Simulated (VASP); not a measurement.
# Sn2As (Fm-3m) in VASP: further runs

The runs below take Sn2As through single point, relaxation of cell and atoms, with PBE.

Everything below comes from runs of VASP 6.6.1. Logs are shortened: lines on timing, memory, paths and dates and some standing lists are left out, and cuts for length are marked.

**1. The cell of the first run**

It takes space group Fm-3m (No. 225, cubic). The conventional cell has a = 7.068 Å, b = 7.068 Å, c = 7.068 Å, α = 90.00°, β = 90.00°, γ = 90.00°. Within 4.0 Å of Sn (site symmetry -43m) lie 4 As at 3.06 Å and 6 Sn at 3.53 Å. As (site symmetry m-3m) has 8 Sn at 3.06 Å within 4.0 Å.

The cell was built from a structure type or drawn by symmetry, and may not be a known phase.

**2. Single point, PBE**

INCAR reads:

```
SYSTEM = Sn2As
PREC     = Accurate       ! precision mode
ENCUT    = 520            ! plane-wave cutoff, eV
EDIFF    = 1E-7           ! SCF threshold, eV
ISMEAR   = 0              ! smearing method
SIGMA    = 0.1            ! smearing width, eV
LREAL    = .FALSE.        ! projectors in reciprocal space
LASPH    = .TRUE.         ! aspherical terms in the spheres
NELM     = 60             ! most SCF steps
ALGO     = Fast           ! electronic algorithm
ISIF     = 2              ! what is computed and relaxed
LWAVE    = .FALSE.        ! write WAVECAR
LCHARG   = .FALSE.        ! write CHGCAR
GGA      = PE             ! functional
NBANDS   = 24             ! bands
```

KPOINTS reads:

```
regular mesh
0
G
  4 4 4
  0 0 0
```

POSCAR reads:

```
Sn2As
1.0
    0.0000000000      3.5340502281      3.5340502281
    3.5340502281      0.0000000000      3.5340502281
    3.5340502281      3.5340502281      0.0000000000
Sn As
2 1
Direct
    0.2500000000      0.2500000000      0.2500000000
    0.7500000000      0.7500000000      0.7500000000
    0.0000000000      0.0000000000      0.0000000000
```

Potentials or basis: VASP PAW PBE potentials, release 64 (Sn_d, As).

The run is started by

```
$ cat potpaw_PBE.64/Sn_d/POTCAR potpaw_PBE.64/As/POTCAR > POTCAR
$ mpirun -np 1 vasp_std > vasp.out
```

OUTCAR:

```text
SYSTEM = Sn2As
   PREC = Accurate
   ENCUT = 520
   EDIFF = 1E-7
   ISMEAR = 0
   LREAL = .FALSE.
   LASPH = .TRUE.
   NELM = 60
   ISIF = 2
   GGA = PE

 ion  position               nearest neighbor table
   1  0.250  0.250  0.250-   3 3.06   3 3.06   3 3.06   3 3.06   2 3.53   2 3.53   2 3.53   2 3.53
                             2 3.53   2 3.53
   2  0.750  0.750  0.750-   3 3.06   3 3.06   3 3.06   3 3.06   1 3.53   1 3.53   1 3.53   1 3.53
                             1 3.53   1 3.53
   3  0.000  0.000  0.000-   2 3.06   2 3.06   2 3.06   1 3.06   2 3.06   1 3.06   1 3.06   1 3.06

  LATTYP: Found a face centered cubic cell.
 ALAT       =     7.0681004562

  Lattice vectors:

 A1 = (   0.0000000000,   3.5340502281,   3.5340502281)
 A2 = (   3.5340502281,   0.0000000000,   3.5340502281)
 A3 = (   3.5340502281,   3.5340502281,   0.0000000000)

Analysis of symmetry for initial positions (statically):
=====================================================================
 Subroutine PRICEL returns:
 Original cell was already a primitive cell.

 Routine SETGRP: Setting up the symmetry group for a
 face centered cubic supercell.

 Subroutine GETGRP returns: Found 48 space group operations
 (whereof 48 operations were pure point group operations)
 out of a pool of 48 trial point group operations.

The static configuration has the point symmetry O_h .

Analysis of symmetry for dynamics (positions and initial velocities):
=====================================================================
 Subroutine PRICEL returns:
 Original cell was already a primitive cell.

 Routine SETGRP: Setting up the symmetry group for a
 face centered cubic supercell.

 Subroutine GETGRP returns: Found 48 space group operations
 (whereof 48 operations were pure point group operations)
 out of a pool of 48 trial point group operations.

The dynamic configuration has the point symmetry O_h .

 Subroutine INISYM returns: Found 48 space group operations
 (whereof 48 operations are pure point group operations),
 and found     1 'primitive' translations

----------------------------------------------------------------------------------------

                                     Primitive cell

  volume of cell :      88.2771

  direct lattice vectors                    reciprocal lattice vectors
     0.000000000  3.534050228  3.534050228    -0.141480728  0.141480728  0.141480728
     3.534050228  0.000000000  3.534050228     0.141480728 -0.141480728  0.141480728
     3.534050228  3.534050228  0.000000000     0.141480728  0.141480728 -0.141480728

  length of vectors
     4.997901763  4.997901763  4.997901763     0.245051810  0.245051810  0.245051810

  position of ions in fractional coordinates (direct lattice)
     0.250000000  0.250000000  0.250000000
     0.750000000  0.750000000  0.750000000
     0.000000000  0.000000000  0.000000000

  ion indices of the primitive-cell ions
   primitive index   ion index
                 1           1
                 2           2
                 3           3

----------------------------------------------------------------------------------------

 KPOINTS: regular mesh

Automatic generation of k-mesh.
 Grid dimensions read from file:
 generate k-points for:    4    4    4

 Generating k-lattice:

  Cartesian coordinates                     Fractional coordinates (reciprocal lattice)
    -0.035370182  0.035370182  0.035370182     0.250000000  0.000000000  0.000000000
     0.035370182 -0.035370182  0.035370182     0.000000000  0.250000000  0.000000000
     0.035370182  0.035370182 -0.035370182     0.000000000  0.000000000  0.250000000

  Length of vectors
     0.061262952  0.061262952  0.061262952

  Shift w.r.t. Gamma in fractional coordinates (k-lattice)
     0.000000000  0.000000000  0.000000000

 Subroutine IBZKPT returns following result:
 ===========================================

 Found      8 irreducible k-points:

 Following reciprocal coordinates:
            Coordinates               Weight
  0.000000  0.000000  0.000000      1.000000
  0.250000  0.000000  0.000000      8.000000
  0.500000  0.000000  0.000000      4.000000
  0.250000  0.250000  0.000000      6.000000
  0.500000  0.250000  0.000000     24.000000
 -0.250000  0.250000  0.000000     12.000000
  0.500000  0.500000  0.000000      3.000000
 -0.250000  0.500000  0.250000      6.000000
   k-points           NKPTS =      8   k-points in BZ     NKDIM =      8   number of bands    NBANDS=     24
   number of dos      NEDOS =    301   number of ions     NIONS =      3
   total plane-waves  NPLWV =  64000
   dimension x,y,z NGX =    40 NGY =   40 NGZ =   40
   dimension x,y,z NGXF=    80 NGYF=   80 NGZF=   80
   ions per type =               2   1
   NGX,Y,Z   is equivalent  to a cutoff of  13.31, 13.31, 13.31 a.u.
   NGXF,Y,Z  is equivalent  to a cutoff of  26.61, 26.61, 26.61 a.u.
 SYSTEM =  Sn2As
   PREC   = accura    normal or accurate (medium, high low for compatibility)
   ISTART =      0    job   : 0-new  1-cont  2-samecut
   ICHARG =      2    charge: 1-file 2-atom 10-const
   ISPIN  =      1    spin polarized calculation?
   LNONCOLLINEAR =      F non collinear calculations
   LSORBIT =      F    spin-orbit coupling
   LASPH  =      T    aspherical Exc in radial PAW
   ENCUT  =  520.0 eV  38.22 Ry    6.18 a.u.   9.29  9.29  9.29*2*pi/ulx,y,z
   NELM   =     60;   NELMIN=  2; NELMDL= -5     # of ELM steps
   EDIFF  = 0.1E-06   stopping-criterion for ELM
   LREAL  =      F    real-space projection
   EDIFFG = 0.1E-05   stopping-criterion for IOM
   NSW    =      0    number of steps for IOM
   IBRION =     -1    ionic relax: 0-MD 1-quasi-New 2-CG
   NFREE  =      0    steps in history (QN), initial steepest desc. (CG)
   ISIF   =      2    stress and relaxation
   ISYM   =      2    0-nonsym 1-usesym 2-fastsym
   POTIM  = 0.5000    time-step for ionic-motion
   TEBEG  =    0.0;   TEEND  =   0.0 temperature during run
   PSTRESS=    0.0 pullay stress
   NELECT =      33.0000    total number of electrons
   NUPDOWN=      -1.0000    fix difference up-down
   EMIN   =  10.00;   EMAX   =-10.00  energy-range for DOS
   EFERMI =   0.00;   METHOD = LEGACY
   ISMEAR =     0;   SIGMA  =   0.10  broadening in eV -4-tet -1-fermi 0-gaus
   EFERMI_NEDOS =   21; number of points for ismear=-14 and -15
   IALGO  =     68    algorithm
   IMIX   =      4    mixing-type and parameters
     AMIX     =   0.40;   BMIX     =  1.00
     AMIX_MAG =   1.60;   BMIX_MAG =  1.00
  volume/ion in A,a.u.               =      29.43       198.57
  Fermi-wavevector in a.u.,A,eV,Ry     =   1.179316  2.228584 18.922787  1.390786
  Thomas-Fermi vector in A             =   2.315629
   LORBIT       =      0    0 simple, 1 ext, 2 COOP (PROOUT), +10 PAW based schemes
   GGA     = PE    functional components
   LHFCALC =     F    Hartree Fock is set to
   AEXX    =    0.0000 exact exchange contribution
   IVDW    =     0    specifies the selected vdW correction
   LEPSILON=     F    determine dielectric tensor
   LRPA    =     F    only Hartree local field effects (RPA)
 non-spin polarized calculation
 RMM-DIIS sequential band-by-band and
 Gauss-broadening in eV      SIGMA  =   0.10
  energy-cutoff  :      520.00
  volume of cell :       88.28
 maximum number of plane-waves:      2421
 NGX is ok and might be reduce to    40
   NGX = 19   NGY = 19   NGZ = 19

 number of electron      33.0000004 magnetization

 Free energy of the ion-electron system (eV)
  ---------------------------------------------------
  ext. energy  EPLUGINS =         0.00000000
  ---------------------------------------------------
  free energy    TOTEN  =       -11.81967500 eV

  energy without entropy =      -11.81567225  energy(sigma->0) =      -11.81767362

 E-fermi :   5.7354     XC(G=0):  -9.4035

 val. band max:        5.6497315122   @ k =   0.5000   0.0000   0.0000
 cond. band min:       6.0858871663   @ k =   0.5000   0.2500   0.0000
 fundamental gap:      0.4361556540
 Fermi energy:         5.7354462168

 k-point     1 :       0.0000    0.0000    0.0000
  band No.  band energies     occupation
      1     -15.7395      2.00000
      2     -15.7395      2.00000
      3     -15.7038      2.00000
      4     -15.7038      2.00000
      5     -15.7038      2.00000
      6     -15.6431      2.00000
[... 16 lines left out ...]
     23      11.0432      0.00000
     24      11.0432      0.00000

 k-point     2 :       0.2500    0.0000    0.0000
  band No.  band energies     occupation
      1     -15.7189      2.00000
      2     -15.7189      2.00000
      3     -15.6962      2.00000
      4     -15.6939      2.00000
      5     -15.6939      2.00000
      6     -15.6518      2.00000
[... 16 lines left out ...]
     23      13.3856      0.00000
     24      13.4151      0.00000

 k-point     3 :       0.5000    0.0000    0.0000
  band No.  band energies     occupation
      1     -15.6799      2.00000
      2     -15.6748      2.00000
      3     -15.6748      2.00000
      4     -15.6696      2.00000
      5     -15.6696      2.00000
      6     -15.6692      2.00000
[... 16 lines left out ...]
     23      12.5096      0.00000
     24      12.5096      0.00000

 k-point     4 :       0.2500    0.2500    0.0000
  band No.  band energies     occupation
      1     -15.7374      2.00000
      2     -15.7087      2.00000
      3     -15.6947      2.00000
      4     -15.6858      2.00000
      5     -15.6858      2.00000
      6     -15.6573      2.00000
[... 16 lines left out ...]
     23      11.6902      0.00000
     24      12.9101      0.00000

 k-point     5 :       0.5000    0.2500    0.0000
  band No.  band energies     occupation
      1     -15.7160      2.00000
      2     -15.7010      2.00000
      3     -15.6840      2.00000
      4     -15.6735      2.00000
      5     -15.6727      2.00000
      6     -15.6691      2.00000
[... 16 lines left out ...]
     23      12.7323      0.00000
     24      13.0061      0.00000

 k-point     6 :      -0.2500    0.2500    0.0000
  band No.  band energies     occupation
      1     -15.7147      2.00000
      2     -15.6921      2.00000
      3     -15.6878      2.00000
      4     -15.6737      2.00000
      5     -15.6703      2.00000
      6     -15.6699      2.00000
[... 16 lines left out ...]
     23      11.6596      0.00000
     24      13.3717      0.00000

 k-point     7 :       0.5000    0.5000    0.0000
  band No.  band energies     occupation
      1     -15.7352      2.00000
      2     -15.7133      2.00000
      3     -15.6910      2.00000
      4     -15.6718      2.00000
      5     -15.6718      2.00000
      6     -15.6675      2.00000
[... 16 lines left out ...]
     23      11.4380      0.00000
     24      13.5471      0.00000

 k-point     8 :      -0.2500    0.5000    0.2500
  band No.  band energies     occupation
      1     -15.7072      2.00000
      2     -15.7072      2.00000
      3     -15.6975      2.00000
      4     -15.6878      2.00000
      5     -15.6696      2.00000
      6     -15.6696      2.00000
[... 16 lines left out ...]
     23      13.0194      0.00000
     24      13.2833      0.00000

------------------------ aborting loop because EDIFF is reached ----------------------------------------

  FORCE on cell =-STRESS in cart. coord.  units (eV):
  Direction    XX          YY          ZZ          XY          YZ          ZX
  --------------------------------------------------------------------------------------
  -------------------------------------------------------------------------------------
  Total        0.0552045      0.0552045      0.0552045      0.0000000     -0.0000000     -0.0000000
  in kB        1.0019292      1.0019292      1.0019292      0.0000000     -0.0000000     -0.0000000
  external PRESSURE =       1.0019292 kB  Pullay stress =       0.0000000 kB

 VOLUME and BASIS-vectors are now :
 -----------------------------------------------------------------------------
  energy-cutoff  :      520.00
  volume of cell :       88.28
      direct lattice vectors                 reciprocal lattice vectors
     0.000000000  3.534050228  3.534050228    -0.141480728  0.141480728  0.141480728
     3.534050228  0.000000000  3.534050228     0.141480728 -0.141480728  0.141480728
     3.534050228  3.534050228  0.000000000     0.141480728  0.141480728 -0.141480728

 POSITION                                       TOTAL-FORCE (eV/Angst)
 -----------------------------------------------------------------------------------
      1.76703      1.76703      1.76703         0.000000     -0.000000      0.000000
      5.30108      5.30108      5.30108        -0.000000     -0.000000     -0.000000
      0.00000      0.00000      0.00000        -0.000000      0.000000     -0.000000
 -----------------------------------------------------------------------------------
    total drift:                                0.000000     -0.000000      0.000000

  FREE ENERGIE OF THE ION-ELECTRON SYSTEM (eV)
  ---------------------------------------------------
  free  energy   TOTEN  =       -11.8196749966 eV

  energy  without entropy=      -11.8156722508  energy(sigma->0) =      -11.81767362
```

Wall time 36 s (1 thread of Intel Xeon 8259CL, shared host); peak memory 0.23 GiB.

What came out:

| Quantity | Value |
| --- | --- |
| Free energy | -11.8197 eV |
| Pressure | 0.1 GPa |
| Band gap on the k mesh | zero (an odd number of electrons rules out a gap without spin polarisation) |

Caveat: the k points lie up to 0.38 Å⁻¹ apart, too coarse for converged energies and pressures of a metal; spin-orbit coupling is left out, which moves the levels of the heavy elements.

**3. Single point, PBE**

This run uses another cell than the first one, of 33.74 Å³/atom.

INCAR reads:

```
SYSTEM = Sn2As
  PREC = Accurate
  ENCUT = 520
  EDIFF = 1E-6
  ISMEAR = 0
  SIGMA = 0.1
  LREAL = .FALSE.
  LASPH = .TRUE.
  NELM = 80
  ALGO = Fast
  ISIF = 2
  LWAVE = .FALSE.
  LCHARG = .FALSE.
  GGA = PE
  NBANDS = 24
```

KPOINTS is that of step 2.

POSCAR reads:

```
Sn2As
1.0
    0.0000000000      3.6989060100      3.6989060100
    3.6989060100      0.0000000000      3.6989060100
    3.6989060100      3.6989060100      0.0000000000
Sn As
2 1
Direct
    0.2500000000      0.2500000000      0.2500000000
    0.7500000000      0.7500000000      0.7500000000
    0.0000000000      0.0000000000      0.0000000000
```

Potentials or basis: VASP PAW PBE potentials, release 64 (Sn_d, As).

The run is started by

```
$ cat potpaw_PBE.64/Sn_d/POTCAR potpaw_PBE.64/As/POTCAR > POTCAR
$ mpirun -np 1 vasp_std > vasp.out
```

Run time: 34 s. Hardware: 1 thread of Intel Xeon 8259CL, shared host; peak memory 0.23 GiB.

It converged, with:

| Property | Result |
| --- | --- |
| Free energy | -11.6132 eV |
| Pressure | -4.6 GPa |
| Band gap on the k mesh | zero (an odd number of electrons rules out a gap without spin polarisation) |

Levels at points of the mesh, in eV from the Fermi level:
| k point | band 13 | band 14 | band 15 | band 16 | band 17 | band 18 | band 19 | band 20 |
| --- | --- | --- | --- | --- | --- | --- | --- | --- |
| (0.00, 0.00, 0.00) | -4.62 | -1.86 | -1.86 | -1.86 | -0.83 | -0.83 | -0.83 | 3.13 |
| (0.50, 0.00, 0.00) | -6.09 | -2.64 | -2.64 | -0.67 | -0.07 | -0.07 | 2.12 | 2.63 |
| (0.50, 0.50, 0.00) | -6.05 | -3.67 | -3.67 | -1.62 | 1.02 | 2.99 | 2.99 | 3.28 |

Caveat: the k points lie up to 0.37 Å⁻¹ apart, too coarse for converged energies and pressures of a metal; spin-orbit coupling is left out, which moves the levels of the heavy elements.

**4. Relaxation of cell and atoms, PBE**

This run uses another cell than the first one, of 33.74 Å³/atom.

INCAR reads:

```
SYSTEM = Sn2As
  PREC = Accurate
  ENCUT = 600
  EDIFF = 1E-6
  ISMEAR = 0
  SIGMA = 0.1
  LREAL = .False.
  LASPH = .True.
  NELM = 60
  ALGO = Fast
  ISIF = 3
  LWAVE = .False.
  LCHARG = .False.
  GGA = PE
  IBRION = 2
  NSW = 90
  EDIFFG = -0.04
```

KPOINTS reads:

```
Automatic mesh
0
Gamma
  4 4 4
  0 0 0
```

POSCAR is that of step 3.

The run is started by

```
$ cat potpaw_PBE.64/Sn_d/POTCAR potpaw_PBE.64/As/POTCAR > POTCAR
$ mpirun -np 1 vasp_std > vasp.out
```

Run time: 95 s. Hardware: 1 thread of Intel Xeon 8259CL, shared host; peak memory 0.27 GiB.

It converged, with:

```
Free energy                           : -11.8203 eV
Relaxed volume                        : 29.49 Å³/atom
Relaxed cell                          : a = 5.001 Å, b = 5.001 Å, c = 5.001 Å, α = 60.00°, β = 60.00°, γ = 60.00°
Space group after relaxing (to 0.1 Å) : Fm-3m (No. 225)
Energy gained by relaxing             : 69.0 meV/atom
Ionic steps                           : 3
Pressure after relaxing               : 0.0 GPa
Band gap on the k mesh                : zero (an odd number of electrons rules out a gap without spin polarisation)
```

Step by step:
```tsv
step	energy change (eV)	largest force (eV/Å)	pressure (GPa)	volume (Å³)
1	0.0000	0.0000	-4.63	101.22
2	-0.2056	0.0000	0.47	87.60
3	-0.2070	0.0000	0.03	88.46
```

Final structure:
```
CELL_PARAMETERS angstrom
0.00000 3.53653 3.53653
3.53653 0.00000 3.53653
3.53653 3.53653 0.00000
ATOMIC_POSITIONS crystal
Sn 0.25000 0.25000 0.25000
Sn 0.75000 0.75000 0.75000
As 0.00000 0.00000 0.00000
```

Levels at points of the mesh, in eV from the Fermi level:
```
           k point  band 14  band 15  band 16  band 17  band 18  band 19
(0.00, 0.00, 0.00)    -2.01    -2.01    -2.01    -0.90    -0.90    -0.90
(0.50, 0.00, 0.00)    -2.91    -2.91    -0.23    -0.09    -0.09     2.86
(0.50, 0.50, 0.00)    -4.10    -4.10    -1.73     1.69     3.56     3.56
```

Caveat: the k points lie up to 0.38 Å⁻¹ apart in the final cell, too coarse for converged energies and pressures of a metal; spin-orbit coupling is left out, which moves the levels of the heavy elements.

(Part 1 of 2 ends here.)
